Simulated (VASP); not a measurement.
Write the native input for VASP 6.6.1 that does the following.

- Task: single point
- Functional: PBEsol
- Potentials or basis: VASP PAW PBE potentials, release 64 (Al, Cu)
- Cutoff: 600 eV
- k mesh: 7 × 7 × 3
- Occupations: methfessel-paxton, width 0.05 eV
- Spin: no spin polarisation
- Dipole correction: no
- Further INCAR settings: ALGO = Normal; EDIFF = 1e-06; NBANDS = 18

The structure of Al3Cu lies in POSCAR:

```
Al3Cu
1.0
    2.7784050000      0.0000000000      0.0000000000
    0.0000000000      2.7784050000      0.0000000000
    0.0000000000      0.0000000000      7.5134030000
Al Cu
3 1
Direct
    0.0000000000      0.0000000000      0.5000000000
    0.5000000000      0.5000000000      0.2261160000
    0.5000000000      0.5000000000      0.7738840000
    0.0000000000      0.0000000000      0.0000000000
```

The input as run:

INCAR

```
ALGO     = Normal         # electronic algorithm
EDIFF    = 1E-6           # SCF threshold, eV
ENCUT    = 600            # plane-wave cutoff, eV
GGA      = PS             # functional
GGA_COMPAT= False        
ISIF     = 2              # what is computed and relaxed
ISMEAR   = 1              # smearing method
LASPH    = True           # aspherical terms in the spheres
LCHARG   = False          # write CHGCAR
LREAL    = False          # projectors in reciprocal space
LWAVE    = False          # write WAVECAR
NBANDS   = 18             # bands
NELM     = 120            # most SCF steps
PREC     = Accurate       # precision mode
SIGMA    = 0.05           # smearing width, eV
```

KPOINTS

```
k-points
0
Gamma
  7 7 3
```

Potentials or basis: VASP PAW PBE potentials, release 64 (Al, Cu).

Run with:

```bash
$ cat potpaw_PBE.64/Al/POTCAR potpaw_PBE.64/Cu/POTCAR > POTCAR
$ mpirun -np 1 vasp_std > vasp.out
```

Results of the run:

* Pressure: 1.1 GPa
* Largest force: 0.013 eV/Å
* Band gap on the k mesh: zero (bands 10 and 11 overlap by 4.41 eV)

Caveat: the PAW data sets were made with another functional, which shifts forces and pressure a little.

Wall time 12 s on 1 thread of Intel(R) Xeon(R) 6975P-C (Granite Rapids) (shared host), peak memory 0.18 GiB.
